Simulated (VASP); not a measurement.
Here is a VASP 6.6.1 calculation.

File INCAR:

```
SYSTEM = Hf
PREC = Accurate
ENCUT = 520
EDIFF = 1E-7
ISMEAR = -1
SIGMA = 0.05
LREAL = .FALSE.
LASPH = .TRUE.
NELM = 100
ALGO = Normal
ISIF = 2
LWAVE = .FALSE.
LCHARG = .TRUE.
GGA = PS
LELF = .TRUE.
LVHAR = .TRUE.
NBANDS = 11
```

Contents of KPOINTS:

```
Automatic mesh
0
G
  14 14 14
  0 0 0
```

POSCAR

```
Hf
1.0
   -1.8050000000      1.8050000000      1.8591500000
    1.8050000000     -1.8050000000      1.8591500000
    1.8050000000      1.8050000000     -1.8591500000
Hf
1
Direct
    0.0000000000      0.0000000000      0.0000000000
```

Potentials or basis: VASP PAW PBE potentials, release 64 (Hf_pv).

Run with:

```sh
$ cat potpaw_PBE.64/Hf_pv/POTCAR > POTCAR
$ mpirun -np 1 vasp_std > vasp.out
```

Problem. Predict the pressure.

Solution. -11.4 GPa.

Problem. Estimate the band gap on the k mesh.

Solution. Zero (band 5 reaches 5.25 eV, above the bottom of band 6 at 3.22 eV).

Stress tensor (GPa, compression positive):
```
-11.91   0.00   0.00
  0.00 -11.91   0.00
  0.00   0.00 -10.48
```

Caveat: the cell differs from its parent crystal (zz strain of +3 %); the PAW data sets were made with another functional, which shifts forces and pressure a little; spin-orbit coupling is left out, which moves the levels of the heavy elements.
